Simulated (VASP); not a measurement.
**EuMo: single point with PBE**

Crystal: EuMo.

```
Eu Mo
1.0
     0.00000    2.90656    2.90656
     2.90656    0.00000    2.90656
     2.90656    2.90656    0.00000
Eu Mo
1 1
Direct
  0.00000 0.00000 0.00000
  0.75000 0.75000 0.75000
```

The cell was built from a structure type or drawn by symmetry, and may not be a known phase.

| Item | Value |
| --- | --- |
| Program | VASP 6.6.1 |
| Task | single point |
| Functional | PBE |
| Potentials or basis | VASP PAW PBE potentials, release 64 (Eu, Mo_sv) |
| Cutoff | 520 eV |
| k mesh | 6 × 6 × 6 |
| Occupations | gaussian, width 0.1 eV |
| Spin | collinear spin, ferromagnetic start |
| Starting moments | [7.0, 0.0] μB |
| Dipole correction | no |
| Further INCAR settings | ALGO = Normal; EDIFF = 1e-07; NBANDS = 26 |

The pressure is 6.6 GPa and the net moment is 4.08 μB per cell. The site moments are Eu +6.00; Mo -1.97 μB. The valence electrons inside the program's atomic spheres are Eu 15.18; Mo 12.85.

Levels at points of the mesh, in eV from the Fermi level:
Spin up:
```csv
k point,band 16,band 17,band 18,band 19,band 20,band 21
"(0.00, 0.00, 0.00)",-0.88,-0.88,-0.88,0.65,0.65,0.65
"(0.50, 0.00, 0.00)",-0.88,-0.50,-0.50,-0.03,0.40,0.40
"(0.50, 0.50, 0.00)",-0.92,-0.83,0.60,0.60,1.60,2.04
```
Spin down:
| k point | band 12 | band 13 | band 14 | band 15 | band 16 | band 17 |
| --- | --- | --- | --- | --- | --- | --- |
| (0.00, 0.00, 0.00) | -0.27 | -0.27 | -0.27 | 3.17 | 3.17 | 3.17 |
| (0.50, 0.00, 0.00) | -0.95 | -0.95 | -0.95 | 1.92 | 3.29 | 3.33 |
| (0.50, 0.50, 0.00) | -1.17 | -0.74 | 1.30 | 2.04 | 3.41 | 3.41 |

It took 71 s on 1 thread of Intel(R) Xeon(R) 6975P-C (Granite Rapids), on a shared host, peak memory 0.22 GiB.

Caveat: the cell stands under pressure; spin-orbit coupling is left out, which moves the levels of the heavy elements; semilocal functionals describe open f shells poorly, which spoils levels, moments and volumes. The state reached can hang on the start; a lower one may exist.
